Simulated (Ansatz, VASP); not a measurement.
## One calculation of Ag, two programs

INCAR

```
ALGO = Fast ; EDIFF = 1E-7
ENCUT = 520 ; GGA = PE
ISIF = 2 ; ISMEAR = 0
LASPH = True ; LCHARG = False
LREAL = False ; LWAVE = False
NBANDS = 12 ; NELM = 100
PREC = Accurate ; SIGMA = 0.15
```

File KPOINTS:

```
k-points
0
Gamma
  22 22 22
```

POSCAR

```
Ag
1.0
    0.0000000000      2.0101410107      2.1106480613
    2.0101410107      0.0000000000      2.1106480613
    2.0101410107      2.0101410107      0.0000000000
Ag
1
Direct
    0.0000000000      0.0000000000      0.0000000000
```

Input for Ansatz:

```yaml
crystal:
  lattice:
    - [0.0, 2.0101410107, 2.1106480613]
    - [2.0101410107, 0.0, 2.1106480613]
    - [2.0101410107, 2.0101410107, 0.0]
  atoms:
    - { symbol: Ag, position: [0.0, 0.0, 0.0] }
basis:
  ecutwfc: 420
kpoints:
  mp_grid: { grid: [22, 22, 22] }
hamiltonian:
  xc: pbe
scf:
  occupations: { method: gaussian, width: 0.15 }
output:
  forces: true
  stress: true
  eigenvalues: true
```

Alike in both runs: task single point; functional PBE; k mesh 22 × 22 × 22; occupations gaussian, width 0.15 eV; no spin polarisation.

|  | VASP | Ansatz |
| --- | --- | --- |
| version | VASP 6.6.1 | Ansatz 0.2.0 |
| potentials or method | VASP PAW PBE potentials, release 64 (Ag), cutoff 520 eV | scalar-relativistic, plane waves, PAW |
| valence electrons in the cell | 11 | 19 |

```tsv
	VASP	Ansatz	Ansatz less VASP
gap on the k mesh at the Fermi level (eV)	none	none	-
pressure (GPa)	4.6	4.7	+0.11
traceless stress, the component that is largest in VASP (GPa)	-1.61	-1.61	-0.008
```

A gap of «none» marks a metal or a gap that the smearing closes. With one functional, cell and mesh, what is left measures potentials, basis and numerics. VASP's potentials hold 11 valence electrons a cell and Ansatz's 19, so a difference there can come from the potentials and not from the codes.
